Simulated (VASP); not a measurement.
## Ag: single point with r2SCAN

System: Ag, a slab with vacuum.

```xyz
6
Lattice="2.9021 0.0000 0.0000 0.0000 2.9021 0.0000 0.0000 0.0000 25.2604" Properties=species:S:1:pos:R:3 pbc="T T T"
Ag    1.4510    1.4510    7.5000
Ag    0.0000    0.0000    9.5521
Ag    1.4510    1.4510   11.6042
Ag    0.0000    0.0000   13.6562
Ag    1.4510    1.4510   15.7083
Ag    0.0000    0.0000   17.7604
```

```
Program             : VASP 6.6.1
Task                : single point
Functional          : r2SCAN
Potentials or basis : VASP PAW PBE potentials, release 64 (Ag)
Cutoff              : 520 eV
k mesh              : 12 × 12 × 1
Occupations         : gaussian, width 0.1 eV
Spin                : no spin polarisation
```

```yaml
Largest_force: 0.138 eV/Å
Band_gap_on_the_k_mesh: zero (bands 33 and 34 overlap by 6.54 eV)
```

Forces on the atoms (eV/Å):
```
Ag   0.000  0.000  0.138
Ag   0.000  0.000 -0.134
Ag   0.000  0.000  0.007
Ag   0.000  0.000 -0.007
Ag   0.000  0.000  0.134
Ag   0.000  0.000 -0.138
```

Levels at points of the mesh, in eV from the Fermi level:
```csv
k point,band 31,band 32,band 33,band 34,band 35,band 36
"(0.00, 0.00, 0.00)",-3.27,-3.12,-3.12,-3.11,-1.33,0.47
"(0.50, 0.00, 0.00)",-0.53,-0.53,-0.36,-0.36,0.23,0.23
"(0.50, 0.50, 0.00)",2.24,2.24,3.42,3.42,5.01,5.01
```

It took 14 min on 1 thread of AMD EPYC 9R45 96-Core Processor (Zen 5), on a shared host, peak memory 0.43 GiB.

Caveat: the PAW data sets were made with another functional, which shifts forces and pressure a little.
